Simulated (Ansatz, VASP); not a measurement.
**Two plane-wave programs on C**

```
C
1.0
     1.23319    0.71198    8.28261
    -1.23319    0.71198    8.28261
     0.00000   -1.42396    8.28261
C
4
Direct
  0.91283 0.91283 0.91283
  0.24615 0.24615 0.24615
  0.75385 0.75385 0.75385
  0.08717 0.08717 0.08717
```

Alike in both runs: task single point; functional r2SCAN; k mesh 8 × 8 × 8; occupations fermi-dirac, width 0.1 eV; no spin polarisation.

|  | VASP | Ansatz |
| --- | --- | --- |
| version | VASP 6.6.1 | Ansatz 0.2.0 |
| potentials or method | VASP PAW PBE potentials, release 64 (C) | plane waves, PAW |
| plane-wave cutoff (eV) | 520 | 500 |
| valence electrons in the cell | 16 | 16 |

|  | VASP | Ansatz | Ansatz less VASP |
| --- | --- | --- | --- |
| pressure (GPa) | -2.5 | -3.1 | -0.54 |
| traceless stress, the component that is largest in VASP (GPa) | 1.81 | 2.44 | +0.628 |

VASP's potentials were made for PBE, not for r2SCAN.
